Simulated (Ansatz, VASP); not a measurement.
# CuAu3: VASP beside Ansatz

```xyz
4
Lattice="3.9262 0.0000 0.0000 0.0000 3.9262 0.0000 0.0000 0.0000 3.9262" Properties=species:S:1:pos:R:3 pbc="T T T"
Cu    0.0000    0.0000    0.0000
Au    0.0000    1.9631    1.9631
Au    1.9631    0.0000    1.9631
Au    1.9631    1.9631    0.0000
```

Change from the starting cell: volume scaled by 0.96, PAW files.

Alike in both runs: task electric field gradients; functional LDA; k mesh 9 × 9 × 9; occupations fermi-dirac, width 0.05 eV; no spin polarisation.

|  | VASP | Ansatz |
| --- | --- | --- |
| version | VASP 6.6.1 | Ansatz 0.2.0 |
| potentials or method | VASP PAW LDA potentials, release 64 (Cu, Au) | PAW with Ansatz's default frozen-core files, scalar-relativistic |
| plane-wave cutoff (eV) | 520 | 420 |
| valence electrons in the cell | 44 | 76 |

Ansatz gave:

| Property | Result |
| --- | --- |
| pressure (GPa) | 1.7 |
| size of Vzz on the site where it differs most (V/Å²) | 51.2 |

Question: What did VASP give for the same quantities?

Answer: Pressure (GPa): 2.3; size of Vzz on the site where it differs most (V/Å²): 83.7.

LDA's correlation is that of Perdew and Zunger in VASP and of Perdew and Wang (1992) in Ansatz. VASP's potentials hold 44 valence electrons a cell and Ansatz's 76, so a difference there can come from the potentials and not from the codes.

Spin-orbit coupling is off throughout.
